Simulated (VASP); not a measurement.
Write the native input for VASP 6.6.1 that does the following.

```yaml
Task: single point
Functional: PBE
Potentials_or_basis: VASP PAW PBE potentials, release 64 (Be, Sn_d)
Cutoff: 520 eV
k_mesh: 18 × 18 × 8
Occupations: gaussian, width 0.1 eV
Spin: no spin polarisation
Dipole_correction: no
Further_INCAR_settings: ALGO = Fast; EDIFF = 1e-06; NBANDS = 22
```

The structure of BeSn2 lies in POSCAR:

```
BeSn2
1.0
    3.9570164351      0.0000000000      0.0000000000
   -1.9785082175      3.4268767560      0.0000000000
    0.0000000000      0.0000000000      4.9128258472
Be Sn
1 2
Direct
    0.0000000000      0.0000000000      0.5000000000
    0.3333333333      0.6666666667      0.7471238594
    0.6666666667      0.3333333333      0.2528761406
```

One way to write it, as run:

INCAR

```
SYSTEM = BeSn2
  PREC = Accurate
  ENCUT = 520
  EDIFF = 1E-6
  ISMEAR = 0
  SIGMA = 0.1
  LREAL = .FALSE.
  LASPH = .TRUE.
  NELM = 60
  ALGO = Fast
  ISIF = 2
  LWAVE = .FALSE.
  LCHARG = .TRUE.
  GGA = PE
  LELF = .TRUE.
  LVHAR = .TRUE.
  NBANDS = 22
```

KPOINTS

```
Automatic mesh
0
G
  18 18 8
  0 0 0
```

Potentials or basis: VASP PAW PBE potentials, release 64 (Be, Sn_d).

Command:

```bash
$ cat potpaw_PBE.64/Be/POTCAR potpaw_PBE.64/Sn_d/POTCAR > POTCAR
$ mpirun -np 1 vasp_std > vasp.out
```

It gave:

```yaml
Pressure: -0.1 GPa
Band_gap_on_the_k_mesh: zero (band 15 reaches 9.19 eV, above the bottom of band 16 at 4.55 eV)
```

Caveat: spin-orbit coupling is left out, which moves the levels of the heavy elements.

Run time: 4.3 min on 1 thread of Oxide Virtual Turin-like Processor, on a shared host, peak memory 0.41 GiB.
